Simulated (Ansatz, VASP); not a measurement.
# One calculation of P, two programs

```
CELL_PARAMETERS angstrom
2.78186 0.00000 0.00000
-1.39093 2.40916 0.00000
0.00000 0.00000 4.54277
ATOMIC_POSITIONS crystal
P 0.33333 0.66667 0.25000
P 0.66667 0.33333 0.75000
```

Alike in both runs: task relaxation of cell and atoms; functional r2SCAN; k mesh 13 × 13 × 7; occupations fermi-dirac, width 0.1 eV; no spin polarisation.

|  | VASP | Ansatz |
| --- | --- | --- |
| version | VASP 6.6.1 | Ansatz 0.2.0 |
| potentials or method | VASP PAW PBE potentials, release 64 (P), cutoff 600 eV | plane waves (500 eV) with PAW, scalar-relativistic |
| valence electrons in the cell | 10 | 10 |

```tsv
	VASP	Ansatz	Ansatz less VASP
relaxed volume (Å³/atom)	14.97	15.01	+0.034
relaxed cell length with the largest relative difference (Å)	3.209	3.212	+0.0032
```

VASP's potentials were made for PBE, not for r2SCAN.
